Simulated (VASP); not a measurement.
Runs of VASP 6.6.1 on Sn. The structure is that of space group Im-3m (No. 229), or close to it. The cells are those of the table. This isn't the form of Sn at room conditions, which is tetragonal (white tin).

```tsv
task	spin	cell	k mesh	cutoff (eV)	gap on the mesh (eV)	pressure (GPa)
single point	off	a = 3.297 Å, angles 109.5°, 1 atom	12 × 12 × 12	520	none	-0.1
single point	off	a = 3.297 Å, angles 109.5°, 1 atom	19 × 19 × 19	520	none	0.1
single point	off	a = 3.424 Å, angles 109.5°, 1 atom	19 × 19 × 19	520	none	(a)
single point	off	a = 3.340 Å, angles 109.5°, 1 atom	19 × 19 × 19	520	none	(b)
relaxation of cell and atoms	off	relaxed from a = 3.315 Å, angles 109.5°, 1 atom	12 × 12 × 12	600	none	0.0
single point	off	a = 3.160 Å, angles 109.5°, 1 atom	19 × 19 × 19	520	none	8.4
single point	non-collinear, zero start, SOC	a = 3.297 Å, angles 109.5°, 1 atom	12 × 12 × 12	520	-	0.0
single point	off	a = 3.253 Å, angles 109.5°, 1 atom	19 × 19 × 19	520	none	2.2
```

Alike in all rows: level PBE; potentials or basis VASP PAW PBE potentials, release 64 (Sn_d); smearing fermi-dirac 0.1 eV.

Problem. Estimate the missing entries.

Solution. (a) -4.1; (b) -1.6.

Caveats: spin-orbit coupling is left out, which moves the levels of the heavy elements (at least some runs); the cell stands under tension (at least some runs); the cell stands under pressure (at least some runs).

A k mesh can miss the band edges, and rows without SOC leave out spin-orbit coupling on Sn.

A gap of «none» marks levels without a gap at the run's occupations.
